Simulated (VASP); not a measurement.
# Sc (I4/mmm) in VASP: single point with r2SCAN

Aim: the single point of Sc with r2SCAN.

All numbers are computed with VASP 6.6.1; they aren't measurements. Logs are shortened: lines on timing, memory, paths and dates and some standing lists are left out, and cuts for length are marked.

### 1 The cell of the first run

Symmetry: I4/mmm, No. 139, tetragonal system. The conventional cell has a = 3.758 Å, b = 3.758 Å, c = 4.761 Å, α = 90.00°, β = 90.00°, γ = 90.00°. Sc (site symmetry 4/mmm) has 12 Sc at 3.57 to 3.76 Å within 4.7 Å.

### 2 Single point, r2SCAN

Input file POSCAR:

```
Sc
1.0
   -1.8790000000      1.8790000000      2.3805000000
    1.8790000000     -1.8790000000      2.3805000000
    1.8790000000      1.8790000000     -2.3805000000
Sc
1
Direct
    0.0000000000      0.0000000000      0.0000000000
```

Input file INCAR.step1:

```
  PREC = Accurate
  ENCUT = 520
  ISMEAR = -1
  SIGMA = 0.1
  LREAL = F
  LASPH = T
  NELM = 60
  NBANDS = 12
  GGA = PE
  ALGO = Normal
  EDIFF = 1E-4
  LWAVE = T
  LCHARG = F
```

Input file INCAR.step2:

```
  PREC = Accurate
  ENCUT = 520
  EDIFF = 1E-7
  ISMEAR = -1
  SIGMA = 0.1
  LREAL = F
  LASPH = T
  NELM = 60
  ALGO = Normal
  ISIF = 2
  LWAVE = F
  LCHARG = F
  METAGGA = R2SCAN
  LMIXTAU = T
  NBANDS = 12
  ISTART = 1
```

Input file KPOINTS:

```
regular mesh
0
Gamma
  13 13 13
```

Potentials or basis: VASP PAW PBE potentials, release 64 (Sc_sv).

Launch:

```bash
cat potpaw_PBE.64/Sc_sv/POTCAR > POTCAR
cp INCAR.step1 INCAR
mpirun -np 1 vasp_std > vasp.out
cp INCAR.step2 INCAR
mpirun -np 1 vasp_std > vasp.out
```

OUTCAR:

```text
PREC = Accurate
   ENCUT = 520
   EDIFF = 1E-7
   ISMEAR = -1
   LREAL = F
   LASPH = T
   NELM = 60
   ISIF = 2
   METAGGA = R2SCAN
   ISTART = 1

 ion  position               nearest neighbor table
   1  0.000  0.000  0.000-

  LATTYP: Found a body centered tetragonal cell.
 ALAT       =     3.7580000000
 C/A-ratio  =     1.2668972858

  Lattice vectors:

 A1 = (  -1.8790000000,   1.8790000000,   2.3805000000)
 A2 = (   1.8790000000,  -1.8790000000,   2.3805000000)
 A3 = (   1.8790000000,   1.8790000000,  -2.3805000000)

Analysis of symmetry for initial positions (statically):
=====================================================================
 Subroutine PRICEL returns:
 Original cell was already a primitive cell.

 Routine SETGRP: Setting up the symmetry group for a
 body centered tetragonal supercell.

 Subroutine GETGRP returns: Found 16 space group operations
 (whereof 16 operations were pure point group operations)
 out of a pool of 16 trial point group operations.

The static configuration has the point symmetry D_4h.

Analysis of symmetry for dynamics (positions and initial velocities):
=====================================================================
 Subroutine PRICEL returns:
 Original cell was already a primitive cell.

 Routine SETGRP: Setting up the symmetry group for a
 body centered tetragonal supercell.

 Subroutine GETGRP returns: Found 16 space group operations
 (whereof 16 operations were pure point group operations)
 out of a pool of 16 trial point group operations.

The dynamic configuration has the point symmetry D_4h.

 Subroutine INISYM returns: Found 16 space group operations
 (whereof 16 operations are pure point group operations),
 and found     1 'primitive' translations

----------------------------------------------------------------------------------------

                                     Primitive cell

  volume of cell :      33.6188

  direct lattice vectors                    reciprocal lattice vectors
    -1.879000000  1.879000000  2.380500000     0.000000000  0.266098989  0.210039908
     1.879000000 -1.879000000  2.380500000     0.266098989  0.000000000  0.210039908
     1.879000000  1.879000000 -2.380500000     0.266098989  0.266098989  0.000000000

  length of vectors
     3.567640992  3.567640992  3.567640992     0.339006541  0.339006541  0.376320799

  position of ions in fractional coordinates (direct lattice)
     0.000000000  0.000000000  0.000000000

  ion indices of the primitive-cell ions
   primitive index   ion index
                 1           1

----------------------------------------------------------------------------------------

 KPOINTS: regular mesh

Automatic generation of k-mesh.
 Grid dimensions read from file:
 generate k-points for:   13   13   13

 Generating k-lattice:

  Cartesian coordinates                     Fractional coordinates (reciprocal lattice)
     0.000000000  0.020469153  0.016156916     0.076923077  0.000000000  0.000000000
     0.020469153  0.000000000  0.016156916     0.000000000  0.076923077  0.000000000
     0.020469153  0.020469153  0.000000000     0.000000000  0.000000000  0.076923077

  Length of vectors
     0.026077426  0.026077426  0.028947754

  Shift w.r.t. Gamma in fractional coordinates (k-lattice)
     0.000000000  0.000000000  0.000000000

 Subroutine IBZKPT returns following result:
 ===========================================

 Found    196 irreducible k-points:

 Following reciprocal coordinates:
            Coordinates               Weight
  0.000000  0.000000  0.000000      1.000000
  0.076923  0.000000 -0.000000      8.000000
  0.153846 -0.000000  0.000000      8.000000
  0.230769  0.000000 -0.000000      8.000000
  0.307692 -0.000000  0.000000      8.000000
  0.384615  0.000000 -0.000000      8.000000
[... 16 lines left out ...]
  0.384615  0.153846  0.000000     16.000000
  0.461538  0.153846  0.000000     16.000000
 [... further k-points ...]
   k-points           NKPTS =    196   k-points in BZ     NKDIM =    196   number of bands    NBANDS=     12
   number of dos      NEDOS =    301   number of ions     NIONS =      1
   total plane-waves  NPLWV =  21952
   dimension x,y,z NGX =    28 NGY =   28 NGZ =   28
   dimension x,y,z NGXF=    56 NGYF=   56 NGZF=   56
   ions per type =               1
   NGX,Y,Z   is equivalent  to a cutoff of  13.05, 13.05, 13.05 a.u.
   NGXF,Y,Z  is equivalent  to a cutoff of  26.10, 26.10, 26.10 a.u.
 SYSTEM =  unknown system
   PREC   = accura    normal or accurate (medium, high low for compatibility)
   ISTART =      1    job   : 0-new  1-cont  2-samecut
   ICHARG =      0    charge: 1-file 2-atom 10-const
   ISPIN  =      1    spin polarized calculation?
   LNONCOLLINEAR =      F non collinear calculations
   LSORBIT =      F    spin-orbit coupling
   LASPH  =      T    aspherical Exc in radial PAW
   ENCUT  =  520.0 eV  38.22 Ry    6.18 a.u.   6.63  6.63  6.63*2*pi/ulx,y,z
   NELM   =     60;   NELMIN=  2; NELMDL=  0     # of ELM steps
   EDIFF  = 0.1E-06   stopping-criterion for ELM
   LREAL  =      F    real-space projection
   EDIFFG = 0.1E-05   stopping-criterion for IOM
   NSW    =      0    number of steps for IOM
   IBRION =     -1    ionic relax: 0-MD 1-quasi-New 2-CG
   NFREE  =      0    steps in history (QN), initial steepest desc. (CG)
   ISIF   =      2    stress and relaxation
   ISYM   =      2    0-nonsym 1-usesym 2-fastsym
   POTIM  = 0.5000    time-step for ionic-motion
   TEBEG  =    0.0;   TEEND  =   0.0 temperature during run
   PSTRESS=    0.0 pullay stress
   NELECT =      11.0000    total number of electrons
   NUPDOWN=      -1.0000    fix difference up-down
   EMIN   =  10.00;   EMAX   =-10.00  energy-range for DOS
   EFERMI =   0.00;   METHOD = LEGACY
   ISMEAR =    -1;   SIGMA  =   0.10  broadening in eV -4-tet -1-fermi 0-gaus
   EFERMI_NEDOS =   21; number of points for ismear=-14 and -15
   IALGO  =     38    algorithm
   IMIX   =      4    mixing-type and parameters
     AMIX     =   0.40;   BMIX     =  1.00
     AMIX_MAG =   1.60;   BMIX_MAG =  1.00
  volume/ion in A,a.u.               =      33.62       226.87
  Fermi-wavevector in a.u.,A,eV,Ry     =   1.128094  2.131788 17.314709  1.272595
  Thomas-Fermi vector in A             =   2.264782
   LORBIT       =      0    0 simple, 1 ext, 2 COOP (PROOUT), +10 PAW based schemes
   METAGGA = R2SCAN    functional components
   LHFCALC =     F    Hartree Fock is set to
   AEXX    =    0.0000 exact exchange contribution
   IVDW    =     0    specifies the selected vdW correction
   LEPSILON=     F    determine dielectric tensor
   LRPA    =     F    only Hartree local field effects (RPA)
 non-spin polarized calculation
  energy-cutoff  :      520.00
  volume of cell :       33.62
 maximum number of plane-waves:       922
   NGX = 13   NGY = 13   NGZ = 13

 number of electron      10.9999998 magnetization

 Free energy of the ion-electron system (eV)
  ---------------------------------------------------
  ext. energy  EPLUGINS =         0.00000000
  ---------------------------------------------------
  free energy    TOTEN  =       -11.01464245 eV

  energy without entropy =      -10.93683583  energy(sigma->0) =      -10.97573914

 E-fermi :   2.1707     XC(G=0):  -9.3516

 val. band max:        2.1675786768   @ k =   0.2308   0.1538   0.1538
 cond. band min:       2.1781959026   @ k =   0.2308   0.2308   0.1538
 fundamental gap:      0.0106172258
 Fermi energy:         2.1706823974

 k-point     1 :       0.0000    0.0000    0.0000
  band No.  band energies     occupation
      1     -50.3123      2.00000
      2     -27.8534      2.00000
      3     -27.8354      2.00000
      4     -27.8353      2.00000
      5      -2.7418      2.00000
      6       3.3439      0.00002
      7       3.3439      0.00002
      8       3.7687      0.00000
      9       4.1528      0.00000
     10       4.5925      0.00000
     11      13.7212      0.00000
     12      15.7328      0.00000

 k-point     2 :       0.0769    0.0000   -0.0000
  band No.  band energies     occupation
      1     -50.3114      2.00000
      2     -27.8578      2.00000
      3     -27.8394      2.00000
      4     -27.8371      2.00000
      5      -2.6195      2.00000
      6       3.3118      0.00002
      7       3.3778      0.00001
      8       3.7600      0.00000
      9       4.1429      0.00000
     10       4.5610      0.00000
     11      13.6415      0.00000
     12      14.9283      0.00000

 k-point     3 :       0.1538   -0.0000    0.0000
  band No.  band energies     occupation
      1     -50.3090      2.00000
      2     -27.8756      2.00000
      3     -27.8447      2.00000
      4     -27.8418      2.00000
      5      -2.2602      2.00000
      6       3.1650      0.00010
      7       3.4337      0.00001
      8       3.7857      0.00000
      9       4.1636      0.00000
     10       4.4952      0.00000
     11      12.5622      0.00000
     12      14.2352      0.00000
[... 286 lines left out ...]
 k-point    23 :       0.3846    0.1538    0.0000
  band No.  band energies     occupation
      1     -50.2961      2.00000
      2     -27.9671      2.00000
      3     -27.8810      2.00000
      4     -27.8583      2.00000
      5       0.7448      2.00000
      6       1.9733      1.75606
      7       2.9574      0.00077
      8       3.8178      0.00000
      9       4.7200      0.00000
     10       5.4723      0.00000
     11       7.1727      0.00000
     12      10.8485      0.00000

 k-point    24 :       0.4615    0.1538    0.0000
  band No.  band energies     occupation
      1     -50.2958      2.00000
      2     -27.9690      2.00000
      3     -27.8807      2.00000
      4     -27.8608      2.00000
      5       0.9601      1.99999
      6       1.8261      1.93820
      7       2.9584      0.00076
      8       3.8189      0.00000
      9       4.8757      0.00000
     10       5.4505      0.00000
     11       6.8939      0.00000
     12      11.0806      0.00000

 [... further k-points ...]
[... 5 lines left out ...]
  --------------------------------------------------------------------------------------
  -------------------------------------------------------------------------------------
  Total       -2.0764002     -2.0764002     -1.8880150      0.0000000      0.0000000      0.0000000
  in kB      -98.9554946    -98.9554946    -89.9775758      0.0000000      0.0000000      0.0000000
  external PRESSURE =     -95.9628550 kB  Pullay stress =       0.0000000 kB

 VOLUME and BASIS-vectors are now :
 -----------------------------------------------------------------------------
  energy-cutoff  :      520.00
  volume of cell :       33.62
      direct lattice vectors                 reciprocal lattice vectors
    -1.879000000  1.879000000  2.380500000     0.000000000  0.266098989  0.210039908
     1.879000000 -1.879000000  2.380500000     0.266098989  0.000000000  0.210039908
     1.879000000  1.879000000 -2.380500000     0.266098989  0.266098989  0.000000000

 POSITION                                       TOTAL-FORCE (eV/Angst)
 -----------------------------------------------------------------------------------
      0.00000      0.00000      0.00000         0.000000     -0.000000      0.000000
 -----------------------------------------------------------------------------------
    total drift:                                0.000000     -0.000000      0.000000

  FREE ENERGIE OF THE ION-ELECTRON SYSTEM (eV)
  ---------------------------------------------------
  free  energy   TOTEN  =       -11.0146424493 eV

  energy  without entropy=      -10.9368358295  energy(sigma->0) =      -10.97573914
```

Wall time 9.1 min (1 thread of AMD EPYC 7R43 (Zen 3), shared host); peak memory 0.18 GiB.

What came out:

```yaml
Free_energy: -11.0146 eV
Pressure: -9.6 GPa
```

Stress tensor (GPa, compression positive):
```
-9.90  0.00  0.00
 0.00 -9.90  0.00
 0.00  0.00 -9.00
```

Caveat: the PAW data sets were made with another functional, which shifts forces and pressure a little.
